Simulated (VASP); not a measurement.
## Ti6HC4OF3: single point with PBE

Sheet: Ti6HC4OF3, a sheet with vacuum.

```
CELL_PARAMETERS angstrom
6.10000 0.00000 0.00000
-3.05000 5.28275 0.00000
0.00000 0.00000 27.00000
ATOMIC_POSITIONS crystal
Ti 0.00000 0.00000 0.50000
Ti 0.33333 0.16667 0.58630
Ti 0.16667 0.33333 0.41370
Ti 0.00000 0.50000 0.50000
Ti 0.33333 0.66667 0.58630
Ti 0.16667 0.83333 0.41370
Ti 0.50000 0.00000 0.50000
Ti 0.83333 0.16667 0.58630
Ti 0.66667 0.33333 0.41370
Ti 0.50000 0.50000 0.50000
Ti 0.83333 0.66667 0.58630
Ti 0.66667 0.83333 0.41370
C 0.16667 0.33333 0.54556
C 0.33333 0.16667 0.45444
C 0.16667 0.83333 0.54556
C 0.33333 0.66667 0.45444
C 0.66667 0.33333 0.54556
C 0.83333 0.16667 0.45444
C 0.66667 0.83333 0.54556
C 0.83333 0.66667 0.45444
F 0.00000 0.00000 0.63148
F 0.00000 0.50000 0.63148
F 0.00000 0.50000 0.36852
F 0.50000 0.00000 0.63148
F 0.50000 0.00000 0.36852
F 0.50000 0.50000 0.36852
O 0.00000 0.00000 0.36926
O 0.50000 0.50000 0.63074
H 0.00000 0.00000 0.33333
H 0.50000 0.50000 0.66667
```

* Program: VASP 6.6.1
* Task: single point
* Functional: PBE
* Potentials or basis: VASP PAW PBE potentials, release 64 (Ti_sv, C, F, O, H)
* Cutoff: 520 eV
* k mesh: 5 × 5 × 1
* Occupations: gaussian, width 0.05 eV
* Spin: no spin polarisation

| Quantity | Value |
| --- | --- |
| Largest force | 0.855 eV/Å |
| Band gap on the k mesh | zero (band 116 reaches 1.08 eV, above the bottom of band 117 at 0.96 eV) |

Forces on the atoms (eV/Å):
```
Ti  -0.001  0.000  0.007
Ti   0.000  0.172 -0.748
Ti   0.000 -0.172  0.748
Ti  -0.001 -0.002  0.000
Ti   0.149 -0.086 -0.752
Ti  -0.149  0.086  0.752
Ti   0.001  0.002  0.000
Ti   0.000  0.000 -0.820
Ti   0.000  0.000  0.820
Ti   0.001  0.000 -0.007
Ti  -0.149 -0.086 -0.748
Ti   0.149  0.086  0.748
C   -0.050 -0.028  0.838
C    0.050  0.028 -0.838
C    0.000  0.000  0.791
C    0.000  0.000 -0.791
C    0.049 -0.028  0.853
C   -0.049  0.028 -0.853
C   -0.001  0.057  0.838
C    0.001 -0.057 -0.838
F   -0.006  0.003  0.754
F    0.002 -0.006  0.746
F   -0.006 -0.001 -0.746
F    0.006  0.001  0.746
F   -0.002  0.006 -0.746
F    0.006 -0.003 -0.754
O    0.001 -0.001 -0.761
O   -0.001  0.001  0.761
H    0.000  0.000 -0.177
H    0.000  0.000  0.177
```

Levels at points of the mesh, in eV from the Fermi level:
| k point | band 113 | band 114 | band 115 | band 116 | band 117 | band 118 | band 119 | band 120 |
| --- | --- | --- | --- | --- | --- | --- | --- | --- |
| (0.00, 0.00, 0.00) | -1.97 | -1.67 | -1.67 | -0.04 | -0.04 | 0.29 | 0.74 | 0.74 |

It took 77 min on 1 thread of Intel(R) Xeon(R) Platinum 8488C (Sapphire Rapids), on a shared host, peak memory 1.4 GiB.
